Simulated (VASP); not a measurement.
Set up this calculation in VASP 6.6.1, as the native input.

```
Task                   : single point
Functional             : r2SCAN
Potentials or basis    : VASP PAW PBE potentials, release 64 (Pt)
Cutoff                 : 550 eV
k mesh                 : 11 × 11 × 11
Occupations            : fermi-dirac, width 0.05 eV
Spin                   : no spin polarisation
Dipole correction      : no
Further INCAR settings : ALGO = Normal; EDIFF = 1e-06; NBANDS = 11
```

Pt:

```
Pt
1.0
     0.00000    1.96000    1.96000
     1.96000    0.00000    1.96000
     1.96000    1.96000    0.00000
Pt
1
Direct
  0.00000 0.00000 0.00000
```

One way to write it, as run:

POSCAR

```
Pt
1.0
    0.0000000000      1.9600000000      1.9600000000
    1.9600000000      0.0000000000      1.9600000000
    1.9600000000      1.9600000000      0.0000000000
Pt
1
Direct
    0.0000000000      0.0000000000      0.0000000000
```

INCAR.step1

```
  ALGO = Normal
  EDIFF = 1E-5
  ENCUT = 550
  GGA = PE
  GGA_COMPAT = F
  ISMEAR = -1
  LASPH = T
  LCHARG = F
  LREAL = F
  LWAVE = T
  NBANDS = 11
  NELM = 120
  PREC = Accurate
  SIGMA = 0.05
```

INCAR.step2

```
  ALGO = Normal
  EDIFF = 1E-6
  ENCUT = 550
  GGA_COMPAT = F
  ISIF = 2
  ISMEAR = -1
  ISTART = 1
  LASPH = T
  LCHARG = F
  LMIXTAU = T
  LREAL = F
  LWAVE = F
  METAGGA = R2SCAN
  NBANDS = 11
  NELM = 120
  PREC = Accurate
  SIGMA = 0.05
```

KPOINTS

```
k-points
0
Gamma
  11 11 11
```

Potentials or basis: VASP PAW PBE potentials, release 64 (Pt).

Run with:

```sh
$ cat potpaw_PBE.64/Pt/POTCAR > POTCAR
$ cp INCAR.step1 INCAR
$ mpirun -np 1 vasp_std > vasp.out
$ cp INCAR.step2 INCAR
$ mpirun -np 1 vasp_std > vasp.out
```

Results of the run:

The pressure is 4.8 GPa and the band gap on the k mesh is zero (band 5 reaches 11.46 eV, above the bottom of band 6 at 9.20 eV).

Caveat: the PAW data sets were made with another functional, which shifts forces and pressure a little; spin-orbit coupling is left out, which moves the levels of the heavy elements.

Run time: 34 s on 1 thread of Intel Xeon 6975P-C, on a shared host, peak memory 0.15 GiB.
